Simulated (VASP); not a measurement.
# Ir in VASP: single point with PBEsol+D4

Aim: the single point of Ir with PBEsol+D4.

Program: VASP 6.6.1. These are calculated values, not measurements. Logs are shortened: lines on timing, memory, paths and dates and some standing lists are left out, and cuts for length are marked.

## Step 1: The cell of the first run

The cell holds a slab with vacuum, 12 atoms: a = 5.423 Å, b = 5.423 Å, c = 32.442 Å, α = 90.00°, β = 90.00°, γ = 120.00°.

## Step 2: Single point, PBEsol+D4

Contents of INCAR:

```
SYSTEM = Ir
  PREC = Accurate
  ENCUT = 400
  EDIFF = 1E-6
  ISMEAR = 1
  SIGMA = 0.1
  LREAL = .FALSE.
  LASPH = .TRUE.
  NELM = 120
  ALGO = Normal
  ISIF = 2
  LWAVE = .FALSE.
  LCHARG = .FALSE.
  LDIPOL = .TRUE.
  IDIPOL = 3
  DIPOL = 0.5 0.5 0.405
  GGA = PS
  IVDW = 13
  NBANDS = 66
  GGA_COMPAT = .FALSE.
  NELMDL = -8
```

Contents of KPOINTS:

```
Automatic mesh
0
G
  9 9 1
  0 0 0
```

Contents of POSCAR:

```
Ir
1.0
    0.0000000285      5.4225969187      0.0000000000
   -4.6961067004     -2.7112984347      0.0000000000
    0.0000000000      0.0000000000     32.4420952135
Ir
12
Direct
    0.0000000000      0.0000000000      0.3390656469
    1.0000000000      0.5000000000      0.3390656469
    0.5000000000      0.0000000000      0.3390656469
    0.5000000000      0.5000000000      0.3390656469
    0.3330485465      0.1654149111      0.4050459453
    0.3323663646      0.6669514535      0.4050459453
    0.8333333333      0.1666666667      0.4051740844
    0.8345850889      0.6676336354      0.4050459453
    0.6697027600      0.3341762563      0.4706348397
    0.6658237437      0.8355265037      0.4706348397
    0.1644734963      0.3302972400      0.4706348397
    0.1666666667      0.8333333333      0.4740648277
```

Potentials or basis: VASP PAW PBE potentials, release 64 (Ir).

The run is started by

```bash
cat potpaw_PBE.64/Ir/POTCAR > POTCAR
mpirun -np 1 vasp_std > vasp.out
```

OUTCAR:

```text
SYSTEM = Ir
   PREC = Accurate
   ENCUT = 400
   EDIFF = 1E-6
   ISMEAR = 1
   LREAL = .FALSE.
   LASPH = .TRUE.
   NELM = 120
   ISIF = 2
   GGA = PS
   IVDW = 13
   NELMDL = -8

 ion  position               nearest neighbor table
   1  0.000  0.000  0.339-   8 2.65   5 2.65   7 2.66   3 2.71   3 2.71   4 2.71   4 2.71   2 2.71
                             2 2.71
   2  0.000  0.500  0.339-   6 2.65   8 2.65   7 2.66   4 2.71   4 2.71   3 2.71   3 2.71   1 2.71
                             1 2.71
   3  0.500  0.000  0.339-   5 2.65   6 2.65   7 2.66   1 2.71   1 2.71   2 2.71   2 2.71   4 2.71
                             4 2.71
   4  0.500  0.500  0.339-   8 2.66   6 2.66   5 2.66   2 2.71   2 2.71   1 2.71   1 2.71   3 2.71
                             3 2.71
   5  0.333  0.165  0.405-  11 2.64   3 2.65   9 2.65   1 2.65   4 2.66   8 2.70   6 2.70   7 2.71
                             7 2.71   8 2.72   6 2.72  12 2.73
   6  0.332  0.667  0.405-  10 2.64   2 2.65  11 2.65   3 2.65   4 2.66   8 2.70   5 2.70   7 2.71
                             7 2.71   8 2.72   5 2.72  12 2.73
   7  0.833  0.167  0.405-   9 2.63  11 2.63  10 2.63   3 2.66   2 2.66   1 2.66   5 2.71   6 2.71
                             8 2.71   8 2.71   6 2.71   5 2.71
   8  0.835  0.668  0.405-   9 2.64   1 2.65  10 2.65   2 2.65   4 2.66   6 2.70   5 2.70   7 2.71
                             7 2.71   6 2.72   5 2.72  12 2.73
   9  0.670  0.334  0.471-   7 2.63   8 2.64   5 2.65  11 2.69  10 2.69  12 2.70  12 2.72  11 2.73
                            10 2.73
  10  0.666  0.836  0.471-   7 2.63   6 2.64   8 2.65  11 2.69   9 2.69  12 2.70  12 2.72  11 2.73
                             9 2.73
  11  0.164  0.330  0.471-   7 2.63   5 2.64   6 2.65   9 2.69  10 2.69  12 2.70  12 2.72   9 2.73
                            10 2.73
  12  0.167  0.833  0.474-  10 2.70   9 2.70  11 2.70  11 2.72   9 2.72  10 2.72   6 2.73   8 2.73
                             5 2.73

  LATTYP: Found a hexagonal cell.
 ALAT       =     5.4225969187
 C/A-ratio  =     5.9827598658

  Lattice vectors:

 A1 = (   0.0000000285,   5.4225969187,   0.0000000000)
 A2 = (  -4.6961067004,  -2.7112984347,   0.0000000000)
 A3 = (   0.0000000000,   0.0000000000,  32.4420952135)

Analysis of symmetry for initial positions (statically):
=====================================================================
 Subroutine PRICEL returns:
 Original cell was already a primitive cell.

 Routine SETGRP: Setting up the symmetry group for a
 hexagonal supercell.

 Subroutine GETGRP returns: Found  3 space group operations
 (whereof  1 operations were pure point group operations)
 out of a pool of 24 trial point group operations.

The static configuration has the point symmetry C_1 .
 The point group associated with its full space group is C_3 .

Analysis of symmetry for dynamics (positions and initial velocities):
=====================================================================
 Subroutine PRICEL returns:
 Original cell was already a primitive cell.

 Routine SETGRP: Setting up the symmetry group for a
 hexagonal supercell.

 Subroutine GETGRP returns: Found  3 space group operations
 (whereof  1 operations were pure point group operations)
 out of a pool of 24 trial point group operations.

The dynamic configuration has the point symmetry C_1 .
 The point group associated with its full space group is C_3 .

 Subroutine INISYM returns: Found  3 space group operations
 (whereof  1 operations are pure point group operations),
 and found     1 'primitive' translations

----------------------------------------------------------------------------------------

                                     Primitive cell

  volume of cell :     826.1410

  direct lattice vectors                    reciprocal lattice vectors
     0.000000029  5.422596919  0.000000000    -0.106471175  0.184413486  0.000000000
    -4.696106700 -2.711298435  0.000000000    -0.212942351  0.000000001  0.000000000
     0.000000000  0.000000000 32.442095213     0.000000000  0.000000000  0.030824150

  length of vectors
     5.422596919  5.422596919 32.442095213     0.212942351  0.212942351  0.030824150

  position of ions in fractional coordinates (direct lattice)
     0.000000000  0.000000000  0.339065647
     0.000000000  0.500000000  0.339065647
     0.500000000  0.000000000  0.339065647
     0.500000000  0.500000000  0.339065647
     0.333048547  0.165414911  0.405045945
[... 51 lines left out ...]
  0.000000  0.000000  0.000000      1.000000
  0.111111  0.000000  0.000000      6.000000
  0.222222 -0.000000  0.000000      6.000000
  0.333333  0.000000  0.000000      6.000000
  0.444444 -0.000000  0.000000      6.000000
  0.111111  0.111111  0.000000      6.000000
  0.222222  0.111111  0.000000      6.000000
 -0.222222  0.333333  0.000000      6.000000
  0.333333  0.111111  0.000000      6.000000
 -0.333333  0.444444  0.000000      6.000000
  0.444444  0.111111  0.000000      6.000000
  0.222222  0.222222  0.000000      6.000000
  0.333333  0.222222  0.000000      6.000000
 -0.333333 -0.444444  0.000000      6.000000
  0.333333  0.333333  0.000000      2.000000
   k-points           NKPTS =     15   k-points in BZ     NKDIM =     15   number of bands    NBANDS=     66
   number of dos      NEDOS =    301   number of ions     NIONS =     12
   total plane-waves  NPLWV = 279936
   dimension x,y,z NGX =    36 NGY =   36 NGZ =  216
   dimension x,y,z NGXF=    72 NGYF=   72 NGZF=  432
   ions per type =              12
   NGX,Y,Z   is equivalent  to a cutoff of  11.04, 11.04, 11.07 a.u.
   NGXF,Y,Z  is equivalent  to a cutoff of  22.07, 22.07, 22.14 a.u.
 SYSTEM =  Ir
   PREC   = accura    normal or accurate (medium, high low for compatibility)
   ISTART =      0    job   : 0-new  1-cont  2-samecut
   ICHARG =      2    charge: 1-file 2-atom 10-const
   ISPIN  =      1    spin polarized calculation?
   LNONCOLLINEAR =      F non collinear calculations
   LSORBIT =      F    spin-orbit coupling
   LASPH  =      T    aspherical Exc in radial PAW
   ENCUT  =  400.0 eV  29.40 Ry    5.42 a.u.   8.84  8.84 52.90*2*pi/ulx,y,z
   NELM   =    120;   NELMIN=  2; NELMDL= -8     # of ELM steps
   EDIFF  = 0.1E-05   stopping-criterion for ELM
   LREAL  =      F    real-space projection
   EDIFFG = 0.1E-04   stopping-criterion for IOM
   NSW    =      0    number of steps for IOM
   IBRION =     -1    ionic relax: 0-MD 1-quasi-New 2-CG
   NFREE  =      0    steps in history (QN), initial steepest desc. (CG)
   ISIF   =      2    stress and relaxation
   ISYM   =      2    0-nonsym 1-usesym 2-fastsym
   POTIM  = 0.5000    time-step for ionic-motion
   TEBEG  =    0.0;   TEEND  =   0.0 temperature during run
   PSTRESS=    0.0 pullay stress
   NELECT =     108.0000    total number of electrons
   NUPDOWN=      -1.0000    fix difference up-down
   EMIN   =  10.00;   EMAX   =-10.00  energy-range for DOS
   EFERMI =   0.00;   METHOD = LEGACY
   ISMEAR =     1;   SIGMA  =   0.10  broadening in eV -4-tet -1-fermi 0-gaus
   EFERMI_NEDOS =   21; number of points for ismear=-14 and -15
   IALGO  =     38    algorithm
   IMIX   =      4    mixing-type and parameters
     AMIX     =   0.40;   BMIX     =  1.00
     AMIX_MAG =   1.60;   BMIX_MAG =  1.00
  volume/ion in A,a.u.               =      68.85       464.59
  Fermi-wavevector in a.u.,A,eV,Ry     =   0.830867  1.570110  9.392639  0.690339
  Thomas-Fermi vector in A             =   1.943657
   LORBIT       =      0    0 simple, 1 ext, 2 COOP (PROOUT), +10 PAW based schemes
   GGA     = PS    functional components
   LHFCALC =     F    Hartree Fock is set to
   AEXX    =    0.0000 exact exchange contribution
   IVDW    =    13    specifies the selected vdW correction
   LEPSILON=     F    determine dielectric tensor
   LRPA    =     F    only Hartree local field effects (RPA)
 non-spin polarized calculation
 Methfessel and Paxton  Order N= 1 SIGMA  =   0.10
  energy-cutoff  :      400.00
  volume of cell :      826.14
 maximum number of plane-waves:     15052
   NGX = 17   NGY = 17   NGZ =105

 dipolmoment           0.000000      0.000000      0.000761 electrons x Angstroem

 number of electron     107.9999989 magnetization

 dipolmoment           0.000000      0.000000     -0.000324 electrons x Angstroem

 Free energy of the ion-electron system (eV)
  ---------------------------------------------------
  ext. energy  EPLUGINS =         0.00000000
  ---------------------------------------------------
  free energy    TOTEN  =      -109.15578075 eV

  energy without entropy =     -109.14932589  energy(sigma->0) =     -109.15362913

 E-fermi :  -2.2531     XC(G=0):  -3.4881

 val. band max:       -2.2570025171   @ k =  -0.3333   0.4444   0.0000
 cond. band min:      -2.2483593332   @ k =   0.1111   0.0000   0.0000
 fundamental gap:      0.0086431839
 Fermi energy:        -2.2531182618

 k-point     1 :       0.0000    0.0000    0.0000
  band No.  band energies     occupation
      1     -12.7105      2.00000
      2     -10.5162      2.00000
      3     -10.2361      2.00000
      4     -10.0077      2.00000
      5     -10.0077      2.00000
      6      -9.9862      2.00000
[... 1024 lines left out ...]
     65      -1.7485     -0.00000
     66      -1.7303     -0.00000

------------------------ aborting loop because EDIFF is reached ----------------------------------------

 vacuum level on the upper side and lower side of the slab       (xc-potential included)        -0.008        -0.008

  DFT-D4 for vdW energy calculation

  Edisp (eV):   -4.23113

  FORCE on cell =-STRESS in cart. coord.  units (eV):
  Direction    XX          YY          ZZ          XY          YZ          ZX
  --------------------------------------------------------------------------------------
  -------------------------------------------------------------------------------------
  Total     -17.71863   -17.71863    -0.35294     0.00000     0.00000     0.00000
  in kB     -34.36264   -34.36264    -0.68447     0.00000     0.00000     0.00000
  external pressure =      -23.14 kB  Pullay stress =        0.00 kB

 VOLUME and BASIS-vectors are now :
 -----------------------------------------------------------------------------
  energy-cutoff  :      400.00
  volume of cell :      826.14
      direct lattice vectors                 reciprocal lattice vectors
     0.000000029  5.422596919  0.000000000    -0.106471175  0.184413486  0.000000000
    -4.696106700 -2.711298435  0.000000000    -0.212942351  0.000000001  0.000000000
     0.000000000  0.000000000 32.442095213     0.000000000  0.000000000  0.030824150

 POSITION                                       TOTAL-FORCE (eV/Angst)
 -----------------------------------------------------------------------------------
      0.00000      0.00000     11.00000        -0.008816     -0.012729     -0.087245
     -2.34805     -1.35565     11.00000         0.015431     -0.001271     -0.087245
      0.00000      2.71130     11.00000        -0.006615      0.013999     -0.087245
     -2.34805      1.35565     11.00000         0.000000     -0.000000      0.145975
     -0.77681      1.35750     13.14054        -0.004192     -0.006338      0.197709
     -3.13208     -0.00602     13.14054        -0.003393      0.006799      0.197709
     -0.78268      4.06695     13.14470         0.000000     -0.000000     -0.248528
     -3.13528      2.71546     13.14054         0.007585     -0.000461      0.197709
     -1.56933      2.72548     15.26838         0.006356     -0.155603      0.306339
     -3.92372      1.34513     15.26838         0.131578      0.083306      0.306339
     -1.55111     -0.00366     15.26838        -0.137934      0.072297      0.306339
     -3.91342     -1.35565     15.37966         0.000000     -0.000000     -1.147855
 -----------------------------------------------------------------------------------
    total drift:                                0.000000      0.000000      0.000133

  FREE ENERGIE OF THE ION-ELECTRON SYSTEM (eV)
  ---------------------------------------------------
  free  energy   TOTEN  =      -113.3869085477 eV

  energy  without entropy=     -113.3804536866  energy(sigma->0) =     -113.38475693

 vacuum level on the upper side and lower side of the slab         3.219         3.221
```

Run time: 32 min. Hardware: 1 thread of Intel Xeon Platinum 8259CL at 2.50GHz (Skylake/Cascade Lake), shared host; peak memory 0.78 GiB.

What came out:

```
Free energy                : -113.3869 eV
Largest force              : 1.148 eV/Å
Band gap on the k mesh     : zero (band 54 reaches -1.51 eV, above the bottom of band 55 at -2.64 eV)
Dispersion energy per atom : -0.353 eV
```

Forces on the atoms (eV/Å):
```
Ir  -0.009 -0.013 -0.087
Ir   0.015 -0.001 -0.087
Ir  -0.007  0.014 -0.087
Ir   0.000  0.000  0.146
Ir  -0.004 -0.006  0.198
Ir  -0.003  0.007  0.198
Ir   0.000  0.000 -0.249
Ir   0.008  0.000  0.198
Ir   0.006 -0.156  0.306
Ir   0.132  0.083  0.306
Ir  -0.138  0.072  0.306
Ir   0.000  0.000 -1.148
```

Caveat: the PAW data sets were made with another functional, which shifts forces and pressure a little; spin-orbit coupling is left out, which moves the levels of the heavy elements.
